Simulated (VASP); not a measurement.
# BN (P6_3mc) in VASP: a series of runs

The runs below take BN through single point, with PBEsol.

All numbers are computed with VASP 6.6.1; they aren't measurements. Logs are shortened: lines on timing, memory, paths and dates and some standing lists are left out, and cuts for length are marked.

## (1) The cell of the first run

The structure is hexagonal, space group P6_3mc (No. 186). Conventional cell: a = 2.448 Å, b = 2.448 Å, c = 4.054 Å, α = 90.00°, β = 90.00°, γ = 120.00°. B (site symmetry 3m) has 4 N at 1.50 to 1.52 Å within 2.0 Å. N (site symmetry 3m) has 4 B at 1.50 to 1.52 Å within 2.0 Å.

## (2) Single point, PBEsol

File INCAR:

```
  PREC = Accurate
  ENCUT = 520
  EDIFF = 1E-6
  ISMEAR = 0
  SIGMA = 0.01
  LREAL = F
  LASPH = T
  NELM = 80
  ALGO = Normal
  ISIF = 2
  LWAVE = F
  LCHARG = T
  GGA = PS
  LELF = T
  LVHAR = T
  NBANDS = 16
```

File KPOINTS:

```
Automatic mesh
0
Gamma
  8 8 5
```

File POSCAR:

```
BN
1.0
    2.4484810794      0.0000000000      0.0000000000
   -1.2242405397      2.1204464060      0.0000000000
    0.0000000000      0.0000000000      4.0540899260
B N
2 2
Direct
    0.6666666667      0.3333333333      0.0000000000
    0.3333333333      0.6666666667      0.5000000000
    0.6666666667      0.3333333333      0.3750000000
    0.3333333333      0.6666666667      0.8750000000
```

Potentials or basis: VASP PAW PBE potentials, release 64 (B, N).

Command:

```
$ cat potpaw_PBE.64/B/POTCAR potpaw_PBE.64/N/POTCAR > POTCAR
$ mpirun -np 1 vasp_std > vasp.out
```

OUTCAR:

```text
PREC = Accurate
   ENCUT = 520
   EDIFF = 1E-6
   ISMEAR = 0
   LREAL = F
   LASPH = T
   NELM = 80
   ISIF = 2
   GGA = PS

 ion  position               nearest neighbor table
   1  0.667  0.333  0.000-   4 1.50   4 1.50   4 1.50   3 1.52
   2  0.333  0.667  0.500-   3 1.50   3 1.50   3 1.50   4 1.52
   3  0.667  0.333  0.375-   2 1.50   2 1.50   2 1.50   1 1.52
   4  0.333  0.667  0.875-   1 1.50   1 1.50   1 1.50   2 1.52

  LATTYP: Found a hexagonal cell.
 ALAT       =     2.4484810794
 C/A-ratio  =     1.6557570978

  Lattice vectors:

 A1 = (   2.4484810794,   0.0000000000,   0.0000000000)
 A2 = (  -1.2242405397,   2.1204464060,   0.0000000000)
 A3 = (   0.0000000000,   0.0000000000,   4.0540899260)

Analysis of symmetry for initial positions (statically):
=====================================================================
 Subroutine PRICEL returns:
 Original cell was already a primitive cell.

 Routine SETGRP: Setting up the symmetry group for a
 hexagonal supercell.

 Subroutine GETGRP returns: Found 12 space group operations
 (whereof  6 operations were pure point group operations)
 out of a pool of 24 trial point group operations.

The static configuration has the point symmetry C_3v.
 The point group associated with its full space group is C_6v.

Analysis of symmetry for dynamics (positions and initial velocities):
=====================================================================
 Subroutine PRICEL returns:
 Original cell was already a primitive cell.

 Routine SETGRP: Setting up the symmetry group for a
 hexagonal supercell.

 Subroutine GETGRP returns: Found 12 space group operations
 (whereof  6 operations were pure point group operations)
 out of a pool of 24 trial point group operations.

The dynamic configuration has the point symmetry C_3v.
 The point group associated with its full space group is C_6v.

 Subroutine INISYM returns: Found 12 space group operations
 (whereof  6 operations are pure point group operations),
 and found     1 'primitive' translations

----------------------------------------------------------------------------------------

                                     Primitive cell

  volume of cell :      21.0483

  direct lattice vectors                    reciprocal lattice vectors
     2.448481079  0.000000000  0.000000000     0.408416470  0.235799405  0.000000000
    -1.224240540  2.120446406  0.000000000     0.000000000  0.471598809  0.000000000
     0.000000000  0.000000000  4.054089926     0.000000000  0.000000000  0.246664484

  length of vectors
     2.448481079  2.448480725  4.054089926     0.471598741  0.471598809  0.246664484

  position of ions in fractional coordinates (direct lattice)
     0.666666667  0.333333333  0.000000000
     0.333333333  0.666666667  0.500000000
     0.666666667  0.333333333  0.375000000
     0.333333333  0.666666667  0.875000000

  ion indices of the primitive-cell ions
   primitive index   ion index
                 1           1
                 2           2
                 3           3
                 4           4

----------------------------------------------------------------------------------------

 KPOINTS: Automatic mesh

Automatic generation of k-mesh.
 Grid dimensions read from file:
 generate k-points for:    8    8    5

 Generating k-lattice:

  Cartesian coordinates                     Fractional coordinates (reciprocal lattice)
     0.051052059  0.029474926  0.000000000     0.125000000  0.000000000  0.000000000
     0.000000000  0.058949851  0.000000000     0.000000000  0.125000000  0.000000000
     0.000000000  0.000000000  0.049332897     0.000000000  0.000000000  0.200000000

  Length of vectors
     0.058949843  0.058949851  0.049332897

  Shift w.r.t. Gamma in fractional coordinates (k-lattice)
     0.000000000  0.000000000  0.000000000

 Subroutine IBZKPT returns following result:
 ===========================================

 Found     30 irreducible k-points:

 Following reciprocal coordinates:
            Coordinates               Weight
  0.000000  0.000000  0.000000      1.000000
  0.125000  0.000000  0.000000      6.000000
  0.250000  0.000000  0.000000      6.000000
  0.375000  0.000000  0.000000      6.000000
  0.500000  0.000000  0.000000      3.000000
  0.125000  0.125000  0.000000      6.000000
[... 16 lines left out ...]
  0.250000  0.000000  0.400000     12.000000
  0.375000  0.000000  0.400000     12.000000
 [... further k-points ...]
   k-points           NKPTS =     30   k-points in BZ     NKDIM =     30   number of bands    NBANDS=     16
   number of dos      NEDOS =    301   number of ions     NIONS =      4
   total plane-waves  NPLWV =   9720
   dimension x,y,z NGX =    18 NGY =   18 NGZ =   30
   dimension x,y,z NGXF=    36 NGYF=   36 NGZF=   60
   ions per type =               2   2
   NGX,Y,Z   is equivalent  to a cutoff of  12.22, 12.22, 12.30 a.u.
   NGXF,Y,Z  is equivalent  to a cutoff of  24.44, 24.44, 24.60 a.u.
 SYSTEM =  unknown system
   PREC   = accura    normal or accurate (medium, high low for compatibility)
   ISTART =      0    job   : 0-new  1-cont  2-samecut
   ICHARG =      2    charge: 1-file 2-atom 10-const
   ISPIN  =      1    spin polarized calculation?
   LNONCOLLINEAR =      F non collinear calculations
   LSORBIT =      F    spin-orbit coupling
   LASPH  =      T    aspherical Exc in radial PAW
   ENCUT  =  520.0 eV  38.22 Ry    6.18 a.u.   4.55  4.55  7.54*2*pi/ulx,y,z
   NELM   =     80;   NELMIN=  2; NELMDL= -5     # of ELM steps
   EDIFF  = 0.1E-05   stopping-criterion for ELM
   LREAL  =      F    real-space projection
   EDIFFG = 0.1E-04   stopping-criterion for IOM
   NSW    =      0    number of steps for IOM
   IBRION =     -1    ionic relax: 0-MD 1-quasi-New 2-CG
   NFREE  =      0    steps in history (QN), initial steepest desc. (CG)
   ISIF   =      2    stress and relaxation
   ISYM   =      2    0-nonsym 1-usesym 2-fastsym
   POTIM  = 0.5000    time-step for ionic-motion
   TEBEG  =    0.0;   TEEND  =   0.0 temperature during run
   PSTRESS=    0.0 pullay stress
   NELECT =      16.0000    total number of electrons
   NUPDOWN=      -1.0000    fix difference up-down
   EMIN   =  10.00;   EMAX   =-10.00  energy-range for DOS
   EFERMI =   0.00;   METHOD = LEGACY
   ISMEAR =     0;   SIGMA  =   0.01  broadening in eV -4-tet -1-fermi 0-gaus
   EFERMI_NEDOS =   21; number of points for ismear=-14 and -15
   IALGO  =     38    algorithm
   IMIX   =      4    mixing-type and parameters
     AMIX     =   0.40;   BMIX     =  1.00
     AMIX_MAG =   1.60;   BMIX_MAG =  1.00
  volume/ion in A,a.u.               =       5.26        35.51
  Fermi-wavevector in a.u.,A,eV,Ry     =   1.494086  2.823414 30.372202  2.232294
  Thomas-Fermi vector in A             =   2.606404
   LORBIT       =      0    0 simple, 1 ext, 2 COOP (PROOUT), +10 PAW based schemes
   GGA     = PS    functional components
   LHFCALC =     F    Hartree Fock is set to
   AEXX    =    0.0000 exact exchange contribution
   IVDW    =     0    specifies the selected vdW correction
   LEPSILON=     F    determine dielectric tensor
   LRPA    =     F    only Hartree local field effects (RPA)
 non-spin polarized calculation
 Gauss-broadening in eV      SIGMA  =   0.01
  energy-cutoff  :      520.00
  volume of cell :       21.05
 maximum number of plane-waves:       578
   NGX =  9   NGY =  9   NGZ = 15

 number of electron      16.0000001 magnetization

 Free energy of the ion-electron system (eV)
  ---------------------------------------------------
  ext. energy  EPLUGINS =         0.00000000
  ---------------------------------------------------
  free energy    TOTEN  =       -36.24175362 eV

  energy without entropy =      -36.24175362  energy(sigma->0) =      -36.24175362

 E-fermi :   9.1780     XC(G=0): -13.5796

 val. band max:        9.0324187029   @ k =   0.0000   0.0000   0.0000
 cond. band min:      14.1683967211   @ k =   0.3750   0.2500   0.0000
 fundamental gap:      5.1359780182
 Fermi energy:         9.1780467031

 k-point     1 :       0.0000    0.0000    0.0000
  band No.  band energies     occupation
      1     -12.7974      2.00000
      2      -8.0381      2.00000
      3      -3.1291      2.00000
      4       6.6451      2.00000
      5       6.6451      2.00000
      6       8.7396      2.00000
[... 8 lines left out ...]
     15      21.7754      0.00000
     16      26.6037      0.00000

 k-point     2 :       0.1250    0.0000    0.0000
  band No.  band energies     occupation
      1     -12.4240      2.00000
      2      -7.7458      2.00000
      3      -2.7645      2.00000
      4       5.0751      2.00000
      5       5.9675      2.00000
      6       7.7531      2.00000
[... 8 lines left out ...]
     15      22.8707      0.00000
     16      25.8368      0.00000

 k-point     3 :       0.2500    0.0000    0.0000
  band No.  band energies     occupation
      1     -11.3273      2.00000
      2      -6.9672      2.00000
      3      -1.7076      2.00000
      4       1.9218      2.00000
      5       4.7162      2.00000
      6       5.0079      2.00000
[... 8 lines left out ...]
     15      25.3246      0.00000
     16      25.8897      0.00000

 k-point     4 :       0.3750    0.0000    0.0000
  band No.  band energies     occupation
      1      -9.6192      2.00000
      2      -6.2809      2.00000
      3      -0.8940      2.00000
      4       0.0605      2.00000
      5       2.1853      2.00000
      6       3.7508      2.00000
[... 8 lines left out ...]
     15      26.3486      0.00000
     16      27.6810      0.00000

 k-point     5 :       0.5000    0.0000    0.0000
  band No.  band energies     occupation
      1      -8.0951      2.00000
      2      -6.7911      2.00000
      3      -1.3511      2.00000
      4       0.4610      2.00000
      5       1.4074      2.00000
      6       3.4024      2.00000
[... 8 lines left out ...]
     15      26.6971      0.00000
     16      28.6461      0.00000

 k-point     6 :       0.1250    0.1250    0.0000
  band No.  band energies     occupation
      1     -11.6882      2.00000
      2      -7.2040      2.00000
      3      -2.0501      2.00000
      4       3.2323      2.00000
      5       4.2222      2.00000
      6       6.3477      2.00000
[... 8 lines left out ...]
     15      25.1863      0.00000
     16      25.4724      0.00000

 k-point     7 :       0.2500    0.1250    0.0000
  band No.  band energies     occupation
      1     -10.2749      2.00000
      2      -6.3848      2.00000
      3      -0.7262      2.00000
      4       0.6044      2.00000
      5       2.4245      2.00000
      6       4.1697      2.00000
[... 8 lines left out ...]
     15      25.6538      0.00000
     16      26.5738      0.00000

 k-point     8 :       0.3750    0.1250    0.0000
  band No.  band energies     occupation
      1      -8.4392      2.00000
      2      -6.3267      2.00000
      3      -1.1451      2.00000
      4       0.8928      2.00000
      5       1.2535      2.00000
      6       2.5786      2.00000
[... 8 lines left out ...]
     15      26.3772      0.00000
     16      27.7183      0.00000

 k-point     9 :       0.2500    0.2500    0.0000
  band No.  band energies     occupation
      1      -8.6704      2.00000
      2      -5.9896      2.00000
      3      -0.2027      2.00000
      4       0.1927      2.00000
      5       0.9258      2.00000
      6       2.8931      2.00000
[... 8 lines left out ...]
     15      25.6536      0.00000
     16      27.0177      0.00000
[... 172 lines left out ...]
 k-point    19 :       0.2500    0.2500    0.2000
  band No.  band energies     occupation
      1      -8.4667      2.00000
      2      -6.3037      2.00000
      3      -0.4995      2.00000
      4      -0.0588      2.00000
      5       2.1087      2.00000
      6       2.2987      2.00000
[... 8 lines left out ...]
     15      26.0362      0.00000
     16      26.6806      0.00000

 k-point    20 :       0.3750    0.2500    0.2000
  band No.  band energies     occupation
      1      -7.1385      2.00000
      2      -6.4563      2.00000
      3      -1.2536      2.00000
      4       0.3619      2.00000
      5       0.4306      2.00000
      6       2.8233      2.00000
[... 8 lines left out ...]
     15      26.2031      0.00000
     16      27.6228      0.00000

 k-point    21 :       0.0000    0.0000    0.4000
  band No.  band energies     occupation
      1     -11.7580      2.00000
      2     -10.5157      2.00000
      3       1.1463      2.00000
      4       4.4083      2.00000
      5       7.3564      2.00000
      6       7.3564      2.00000
[... 8 lines left out ...]
     15      23.0660      0.00000
     16      24.6190      0.00000

 k-point    22 :       0.1250    0.0000    0.4000
  band No.  band energies     occupation
      1     -11.3943      2.00000
      2     -10.1667      2.00000
      3       1.3559      2.00000
      4       4.4078      2.00000
      5       5.8959      2.00000
      6       6.7425      2.00000
[... 8 lines left out ...]
     15      23.8880      0.00000
     16      24.9802      0.00000

 k-point    23 :       0.2500    0.0000    0.4000
  band No.  band energies     occupation
      1     -10.3352      2.00000
      2      -9.1660      2.00000
      3       1.3785      2.00000
      4       2.8984      2.00000
      5       3.5574      2.00000
      6       5.4601      2.00000
[... 8 lines left out ...]
     15      25.1848      0.00000
     16      25.9314      0.00000

 k-point    24 :       0.3750    0.0000    0.4000
  band No.  band energies     occupation
      1      -8.7419      2.00000
      2      -7.7665      2.00000
      3      -0.9313      2.00000
      4       0.0331      2.00000
      5       3.7515      2.00000
      6       4.6416      2.00000
[... 8 lines left out ...]
     15      25.9393      0.00000
     16      27.3756      0.00000

 [... further k-points ...]
[... 5 lines left out ...]
  --------------------------------------------------------------------------------------
  -------------------------------------------------------------------------------------
  Total        7.0195964      7.0195937      6.9040196      0.0000000      0.0000000      0.0000000
  in kB      534.3247527    534.3245464    525.5271615      0.0000000      0.0000000      0.0000000
  external PRESSURE =     531.3921535 kB  Pullay stress =       0.0000000 kB

 VOLUME and BASIS-vectors are now :
 -----------------------------------------------------------------------------
  energy-cutoff  :      520.00
  volume of cell :       21.05
      direct lattice vectors                 reciprocal lattice vectors
     2.448481079  0.000000000  0.000000000     0.408416470  0.235799405  0.000000000
    -1.224240540  2.120446406  0.000000000     0.000000000  0.471598809  0.000000000
     0.000000000  0.000000000  4.054089926     0.000000000  0.000000000  0.246664484

 POSITION                                       TOTAL-FORCE (eV/Angst)
 -----------------------------------------------------------------------------------
      1.22424      0.70682      0.00000        -0.000000      0.000000      0.170975
     -0.00000      1.41363      2.02704         0.000000     -0.000000      0.170975
      1.22424      0.70682      1.52028        -0.000000      0.000000     -0.170975
     -0.00000      1.41363      3.54733         0.000000     -0.000000     -0.170975
 -----------------------------------------------------------------------------------
    total drift:                                0.000000      0.000000     -0.000518

  FREE ENERGIE OF THE ION-ELECTRON SYSTEM (eV)
  ---------------------------------------------------
  free  energy   TOTEN  =       -36.2417536202 eV

  energy  without entropy=      -36.2417536202  energy(sigma->0) =      -36.24175362
```

Run time: 9 s. Hardware: 1 thread of Intel Xeon 6975P-C (Granite Rapids), shared host; peak memory 0.12 GiB.

What came out:

| Item | Value |
| --- | --- |
| Free energy | -36.2418 eV |
| Pressure | 53.1 GPa |
| Largest force | 0.171 eV/Å |
| Band gap on the k mesh | 5.14 eV, indirect (least direct gap 8.77 eV) |

Forces in eV/Å, atoms in the order of the input:
```
B    0.000  0.000  0.171
B    0.000  0.000  0.171
N    0.000  0.000 -0.171
N    0.000  0.000 -0.171
```

Levels at points of the mesh, in eV from the valence-band top:
```
           k point  band 4  band 5  band 6  band 7  band 8  band 9  band 10  band 11  band 12  band 13
(0.00, 0.00, 0.00)   -2.39   -2.39   -0.29    0.00    0.00    8.80     8.80     9.12    10.97    12.55
(0.50, 0.00, 0.00)   -8.57   -7.63   -5.63   -5.07   -2.39    6.99     8.16    11.18    12.38    14.36
```

Caveat: the PAW data sets were made with another functional, which shifts forces and pressure a little. A k mesh can miss the band edges.

## (3) Single point, PBEsol

This run uses another cell than the first one, of 5.41 Å³/atom, 1.028 times its volume.

File INCAR:

```
SYSTEM = BN
ALGO = Normal ; EDIFF = 1E-7
ENCUT = 520 ; GGA = PS
ISIF = 2 ; ISMEAR = 0
LASPH = .True. ; LCHARG = .False.
LREAL = .False. ; LWAVE = .False.
NBANDS = 16 ; NELM = 100
PREC = Accurate ; SIGMA = 0.01
```

File KPOINTS:

```
k-points
0
Gamma
  8 8 5
  0 0 0
```

File POSCAR:

```
BN
1.0
    2.4709454634      0.0000000000      0.0000000000
   -1.2354727317      2.1399011295      0.0000000000
    0.0000000000      0.0000000000      4.0912854892
B N
2 2
Direct
    0.6666666667      0.3333333333      0.0000000000
    0.3333333333      0.6666666667      0.5000000000
    0.6666666667      0.3333333333      0.3750000000
    0.3333333333      0.6666666667      0.8750000000
```

Potentials or basis: VASP PAW PBE potentials, release 64 (B, N).

Command:

```
$ cat potpaw_PBE.64/B/POTCAR potpaw_PBE.64/N/POTCAR > POTCAR
$ mpirun -np 1 vasp_std > vasp.out
```

It took 8.7 s on 1 thread of Intel Xeon 6975P-C (Granite Rapids), shared host; peak memory 0.12 GiB.

The run converged. Its results:

```
Free energy            : -36.4089 eV
Pressure               : 38.2 GPa
Largest force          : 0.141 eV/Å
Band gap on the k mesh : 5.18 eV, indirect (least direct gap 8.64 eV)
```

Forces on the atoms (eV/Å):
```
B    0.000  0.000  0.141
B    0.000  0.000  0.141
N    0.000  0.000 -0.141
N    0.000  0.000 -0.141
```

Stress tensor (GPa, compression positive):
```
38.53  0.00  0.00
 0.00 38.53  0.00
 0.00  0.00 37.56
```

Levels at points of the mesh, in eV from the valence-band top:
| k point | band 4 | band 5 | band 6 | band 7 | band 8 | band 9 | band 10 | band 11 | band 12 | band 13 |
| --- | --- | --- | --- | --- | --- | --- | --- | --- | --- | --- |
| (0.00, 0.00, 0.00) | -2.32 | -2.32 | -0.28 | 0.00 | 0.00 | 8.69 | 8.69 | 8.98 | 10.62 | 12.10 |
| (0.50, 0.00, 0.00) | -8.39 | -7.46 | -5.48 | -4.92 | -2.33 | 6.89 | 8.09 | 11.03 | 12.17 | 13.96 |

Caveat: the PAW data sets were made with another functional, which shifts forces and pressure a little. Expect the measured gap to be larger: semilocal functionals such as PBEsol lack the derivative discontinuity.

[end of part 1 of 2]
